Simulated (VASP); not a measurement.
# Ga3AsP2 (P3m1) in VASP: further runs

The runs below take Ga3AsP2 through relaxation of cell and atoms, single point, with PBE.

Everything below comes from runs of VASP 6.6.1. Logs are shortened: lines on timing, memory, paths and dates and some standing lists are left out, and cuts for length are marked.

### Step 1. The cell of the first run

It takes space group P3m1 (No. 156, trigonal). Conventional cell: a = 3.834 Å, b = 3.834 Å, c = 9.392 Å, α = 90.00°, β = 90.00°, γ = 120.00°. Within 3.1 Å of Ga (site symmetry 3m) lie 3 As at 2.35 Å and 1 P at 2.35 Å. Ga (site symmetry 3m) has 4 P at 2.35 Å within 3.1 Å. Ga (site symmetry 3m) has 1 As at 2.35 Å and 3 P at 2.35 Å within 3.1 Å. Within 3.1 Å of P (site symmetry 3m) lie 4 Ga at 2.35 Å. P (site symmetry 3m) has 4 Ga at 2.35 Å within 3.1 Å. Within 3.1 Å of As (site symmetry 3m) lie 4 Ga at 2.35 Å.

### Step 2. Relaxation of cell and atoms, PBE

Input file INCAR:

```
  ALGO = Normal
  EDIFF = 1E-6
  EDIFFG = -0.04
  ENCUT = 600
  GGA = PE
  IBRION = 2
  ISIF = 3
  ISMEAR = 0
  LASPH = T
  LCHARG = F
  LREAL = F
  LWAVE = F
  NELM = 80
  NSW = 90
  PREC = Accurate
  SIGMA = 0.1
```

Input file KPOINTS:

```
k-points
0
Gamma
  6 6 2
```

Input file POSCAR:

```
Ga3AsP2
1.0
    3.8343305000      0.0000000000      0.0000000000
   -1.9171652500      3.3206276200      0.0000000000
    0.0000000000      0.0000000000      9.3921532300
Ga P As
3 2 1
Direct
    0.0000000000      0.0000000000      0.0000000000
    0.3333333300      0.6666666700      0.6666666700
    0.6666666700      0.3333333300      0.3333333300
    0.0000000000      0.0000000000      0.7500000000
    0.3333333300      0.6666666700      0.4166666700
    0.6666666700      0.3333333300      0.0833333300
```

Potentials or basis: VASP PAW PBE potentials, release 64 (Ga_d, P, As).

Run with:

```bash
$ cat potpaw_PBE.64/Ga_d/POTCAR potpaw_PBE.64/P/POTCAR potpaw_PBE.64/As/POTCAR > POTCAR
$ mpirun -np 1 vasp_std > vasp.out
```

OUTCAR:

```text
EDIFF = 1E-6
   EDIFFG = -0.04
   ENCUT = 600
   GGA = PE
   IBRION = 2
   ISIF = 3
   ISMEAR = 0
   LASPH = T
   LREAL = F
   NELM = 80
   NSW = 90
   PREC = Accurate

 ion  position               nearest neighbor table
   1  0.000  0.000  0.000-   6 2.35   4 2.35   6 2.35   6 2.35
   2  0.333  0.667  0.667-   4 2.35   5 2.35   4 2.35   4 2.35
   3  0.667  0.333  0.333-   6 2.35   5 2.35   5 2.35   5 2.35
   4  0.000  0.000  0.750-   2 2.35   1 2.35   2 2.35   2 2.35
   5  0.333  0.667  0.417-   2 2.35   3 2.35   3 2.35   3 2.35
   6  0.667  0.333  0.083-   1 2.35   3 2.35   1 2.35   1 2.35

  LATTYP: Found a hexagonal cell.
 ALAT       =     3.8343305000
 C/A-ratio  =     2.4494897427

  Lattice vectors:

 A1 = (   3.8343305000,   0.0000000000,   0.0000000000)
 A2 = (  -1.9171652500,   3.3206276200,   0.0000000000)
 A3 = (   0.0000000000,   0.0000000000,   9.3921532300)

Analysis of symmetry for initial positions (statically):
=====================================================================
 Subroutine PRICEL returns:
 Original cell was already a primitive cell.

 Routine SETGRP: Setting up the symmetry group for a
 hexagonal supercell.

 Subroutine GETGRP returns: Found  6 space group operations
 (whereof  6 operations were pure point group operations)
 out of a pool of 24 trial point group operations.

The static configuration has the point symmetry C_3v.

Analysis of symmetry for dynamics (positions and initial velocities):
=====================================================================
 Subroutine PRICEL returns:
 Original cell was already a primitive cell.

 Routine SETGRP: Setting up the symmetry group for a
 hexagonal supercell.

 Subroutine GETGRP returns: Found  6 space group operations
 (whereof  6 operations were pure point group operations)
 out of a pool of 24 trial point group operations.

The dynamic configuration has the point symmetry C_3v.

 Subroutine INISYM returns: Found  6 space group operations
 (whereof  6 operations are pure point group operations),
 and found     1 'primitive' translations

----------------------------------------------------------------------------------------

                                     Primitive cell

  volume of cell :     119.5845

  direct lattice vectors                    reciprocal lattice vectors
     3.834330500  0.000000000  0.000000000     0.260801723  0.150573945  0.000000000
    -1.917165250  3.320627620  0.000000000     0.000000000  0.301147890  0.000000000
     0.000000000  0.000000000  9.392153230     0.000000000  0.000000000  0.106471857

  length of vectors
     3.834330500  3.834330500  9.392153230     0.301147890  0.301147890  0.106471857

  position of ions in fractional coordinates (direct lattice)
     0.000000000  0.000000000  0.000000000
     0.333333330  0.666666670  0.666666670
     0.666666670  0.333333330  0.333333330
     0.000000000  0.000000000  0.750000000
     0.333333330  0.666666670  0.416666670
     0.666666670  0.333333330  0.083333330

  ion indices of the primitive-cell ions
   primitive index   ion index
                 1           1
                 2           2
                 3           3
                 4           4
                 5           5
                 6           6

----------------------------------------------------------------------------------------

 KPOINTS: k-points

Automatic generation of k-mesh.
 Grid dimensions read from file:
 generate k-points for:    6    6    2

 Generating k-lattice:

  Cartesian coordinates                     Fractional coordinates (reciprocal lattice)
     0.043466954  0.025095657  0.000000000     0.166666667  0.000000000  0.000000000
     0.000000000  0.050191315  0.000000000     0.000000000  0.166666667  0.000000000
     0.000000000  0.000000000  0.053235929     0.000000000  0.000000000  0.500000000

  Length of vectors
     0.050191315  0.050191315  0.053235929

  Shift w.r.t. Gamma in fractional coordinates (k-lattice)
     0.000000000  0.000000000  0.000000000

 Subroutine IBZKPT returns following result:
 ===========================================

 Found     14 irreducible k-points:

 Following reciprocal coordinates:
            Coordinates               Weight
  0.000000  0.000000  0.000000      1.000000
  0.166667  0.000000  0.000000      6.000000
  0.333333  0.000000  0.000000      6.000000
  0.500000  0.000000  0.000000      3.000000
  0.166667  0.166667  0.000000      6.000000
  0.333333  0.166667  0.000000     12.000000
  0.333333  0.333333  0.000000      2.000000
  0.000000  0.000000  0.500000      1.000000
  0.166667  0.000000  0.500000      6.000000
  0.333333  0.000000  0.500000      6.000000
  0.500000  0.000000  0.500000      3.000000
  0.166667  0.166667  0.500000      6.000000
  0.333333  0.166667  0.500000     12.000000
  0.333333  0.333333  0.500000      2.000000
   k-points           NKPTS =     14   k-points in BZ     NKDIM =     14   number of bands    NBANDS=     32
   number of dos      NEDOS =    301   number of ions     NIONS =      6
   total plane-waves  NPLWV =  81920
   dimension x,y,z NGX =    32 NGY =   32 NGZ =   80
   dimension x,y,z NGXF=    64 NGYF=   64 NGZF=  160
   ions per type =               3   2   1
   NGX,Y,Z   is equivalent  to a cutoff of  13.87, 13.87, 14.16 a.u.
   NGXF,Y,Z  is equivalent  to a cutoff of  27.75, 27.75, 28.32 a.u.
 SYSTEM =  unknown system
   PREC   = accura    normal or accurate (medium, high low for compatibility)
   ISTART =      0    job   : 0-new  1-cont  2-samecut
   ICHARG =      2    charge: 1-file 2-atom 10-const
   ISPIN  =      1    spin polarized calculation?
   LNONCOLLINEAR =      F non collinear calculations
   LSORBIT =      F    spin-orbit coupling
   LASPH  =      T    aspherical Exc in radial PAW
   ENCUT  =  600.0 eV  44.10 Ry    6.64 a.u.   7.66  7.66 18.76*2*pi/ulx,y,z
   NELM   =     80;   NELMIN=  2; NELMDL= -5     # of ELM steps
   EDIFF  = 0.1E-05   stopping-criterion for ELM
   LREAL  =      F    real-space projection
   EDIFFG = -.4E-01   stopping-criterion for IOM
   NSW    =     90    number of steps for IOM
   IBRION =      2    ionic relax: 0-MD 1-quasi-New 2-CG
   NFREE  =      1    steps in history (QN), initial steepest desc. (CG)
   ISIF   =      3    stress and relaxation
   ISYM   =      2    0-nonsym 1-usesym 2-fastsym
   POTIM  = 0.5000    time-step for ionic-motion
   TEBEG  =    0.0;   TEEND  =   0.0 temperature during run
   PSTRESS=    0.0 pullay stress
   NELECT =      54.0000    total number of electrons
   NUPDOWN=      -1.0000    fix difference up-down
   EMIN   =  10.00;   EMAX   =-10.00  energy-range for DOS
   EFERMI =   0.00;   METHOD = LEGACY
   ISMEAR =     0;   SIGMA  =   0.10  broadening in eV -4-tet -1-fermi 0-gaus
   EFERMI_NEDOS =   21; number of points for ismear=-14 and -15
   IALGO  =     38    algorithm
   IMIX   =      4    mixing-type and parameters
     AMIX     =   0.40;   BMIX     =  1.00
     AMIX_MAG =   1.60;   BMIX_MAG =  1.00
  volume/ion in A,a.u.               =      19.93       134.50
  Fermi-wavevector in a.u.,A,eV,Ry     =   1.255975  2.373449 21.462838  1.577474
  Thomas-Fermi vector in A             =   2.389706
   LORBIT       =      0    0 simple, 1 ext, 2 COOP (PROOUT), +10 PAW based schemes
   GGA     = PE    functional components
   LHFCALC =     F    Hartree Fock is set to
   AEXX    =    0.0000 exact exchange contribution
   IVDW    =     0    specifies the selected vdW correction
   LEPSILON=     F    determine dielectric tensor
   LRPA    =     F    only Hartree local field effects (RPA)
 conjugate gradient relaxation of ions
 non-spin polarized calculation
 Gauss-broadening in eV      SIGMA  =   0.10
  energy-cutoff  :      600.00
  volume of cell :      119.58
 maximum number of plane-waves:      4015
 NGX is ok and might be reduce to    32
   NGX = 15   NGY = 15   NGZ = 37

--------------------------------------- Ionic step        1  -------------------------------------------

 number of electron      54.0000002 magnetization

 Free energy of the ion-electron system (eV)
  ---------------------------------------------------
  ext. energy  EPLUGINS =         0.00000000
  ---------------------------------------------------
  free energy    TOTEN  =       -26.13701363 eV

  energy without entropy =      -26.13701363  energy(sigma->0) =      -26.13701363

------------------------ aborting loop because EDIFF is reached ----------------------------------------

  FORCE on cell =-STRESS in cart. coord.  units (eV):
  Direction    XX          YY          ZZ          XY          YZ          ZX
  --------------------------------------------------------------------------------------
  -------------------------------------------------------------------------------------
  Total        5.9828370      5.9828370      5.7423312      0.0000000     -0.0000000      0.0000000
  in kB       80.1572599     80.1572599     76.9349956      0.0000000     -0.0000000      0.0000000
  external PRESSURE =      79.0831718 kB  Pullay stress =       0.0000000 kB
[... 25 lines left out ...]
  energy  without entropy=      -26.1370136277  energy(sigma->0) =      -26.13701363

--------------------------------------- Ionic step        2  -------------------------------------------

 number of electron      53.9999999 magnetization

 E-fermi :   3.9693     XC(G=0):  -9.3618

 val. band max:        3.6538014669   @ k =   0.0000   0.0000   0.0000
 cond. band min:       4.2740238752   @ k =   0.0000   0.0000   0.0000
 fundamental gap:      0.6202224082
 Fermi energy:         3.9692592565

 k-point     1 :       0.0000    0.0000    0.0000
  band No.  band energies     occupation
      1     -11.0349      2.00000
      2     -10.9860      2.00000
      3     -10.9860      2.00000
      4     -10.9656      2.00000
      5     -10.9324      2.00000
      6     -10.9324      2.00000
[... 636 lines left out ...]
  energy  without entropy=      -26.4387100107  energy(sigma->0) =      -26.43871001

--------------------------------------- Ionic step        6  -------------------------------------------

 number of electron      53.9999995 magnetization

 Free energy of the ion-electron system (eV)
  ---------------------------------------------------
  ext. energy  EPLUGINS =         0.00000000
  ---------------------------------------------------
  free energy    TOTEN  =       -26.44042329 eV

  energy without entropy =      -26.44042329  energy(sigma->0) =      -26.44042329

 E-fermi :   4.6426     XC(G=0):  -9.5822

 val. band max:        4.1711485765   @ k =   0.0000   0.0000   0.0000
 cond. band min:       5.1005662179   @ k =   0.0000   0.0000   0.0000
 fundamental gap:      0.9294176414
 Fermi energy:         4.6426451755

 k-point     1 :       0.0000    0.0000    0.0000
  band No.  band energies     occupation
      1     -10.6598      2.00000
      2     -10.6213      2.00000
      3     -10.6032      2.00000
      4     -10.6032      2.00000
      5     -10.5763      2.00000
      6     -10.5763      2.00000
[... 512 lines left out ...]
  FREE ENERGIE OF THE ION-ELECTRON SYSTEM (eV)
  ---------------------------------------------------
  free  energy   TOTEN  =       -26.4404232943 eV

  energy  without entropy=      -26.4404232943  energy(sigma->0) =      -26.44042329

 reached required accuracy - stopping structural energy minimisation
```

It took 2.8 min on 1 thread of Intel Xeon 6975P-C (Granite Rapids), shared host; peak memory 0.31 GiB.

What came out:

```yaml
Free_energy: -26.4404 eV
Relaxed_volume: 21.80 Å³/atom
Relaxed_cell: a = 3.951 Å, b = 3.951 Å, c = 9.674 Å, α = 90.00°, β = 90.00°, γ = 120.00°
Space_group_after_relaxing_to_0.05_Å: P3m1 (No. 156)
Energy_gained_by_relaxing: 50.6 meV/atom
Ionic_steps: 6
Pressure_after_relaxing: -0.1 GPa
Largest_force_after_relaxing: 0.028 eV/Å
Band_gap_on_the_k_mesh: 0.93 eV, direct
```

Forces on the atoms (eV/Å):
```
Ga   0.000  0.000 -0.007
Ga   0.000  0.000 -0.017
Ga   0.000  0.000 -0.028
P    0.000  0.000  0.007
P    0.000  0.000  0.027
As   0.000  0.000  0.019
```

Step by step:
| step | energy change (eV) | largest force (eV/Å) | pressure (GPa) | volume (Å³) |
| --- | --- | --- | --- | --- |
| 1 | 0.0000 | 0.8131 | 7.91 | 119.58 |
| 2 | -0.2239 | 0.2042 | -3.09 | 137.43 |
| 3 | -0.2850 | 0.3436 | -0.21 | 131.26 |
| 4 | -0.2954 | 0.1826 | -0.12 | 130.97 |
| 5 | -0.3017 | 0.1768 | 0.11 | 130.52 |
| 6 | -0.3034 | 0.0283 | -0.05 | 130.80 |

Final structure:
```cif
data_structure
_symmetry_space_group_name_H-M 'P 1'
_symmetry_Int_Tables_number 1
_cell_length_a 3.9513
_cell_length_b 3.9513
_cell_length_c 9.6736
_cell_angle_alpha 90.000
_cell_angle_beta 90.000
_cell_angle_gamma 120.000
_cell_volume 130.80
loop_
_atom_site_label
_atom_site_type_symbol
_atom_site_fract_x
_atom_site_fract_y
_atom_site_fract_z
_atom_site_occupancy
Ga1 Ga 0.00000 0.00000 0.99292 1
Ga2 Ga 0.33333 0.66667 0.66682 1
Ga3 Ga 0.66667 0.33333 0.34039 1
P1 P 0.00000 0.00000 0.74662 1
P2 P 0.33333 0.66667 0.41968 1
As1 As 0.66667 0.33333 0.08357 1
```

A k mesh can miss the band edges. As with any semilocal functional, this PBE gap is likely too small.

(Part 1 of 2 ends here.)
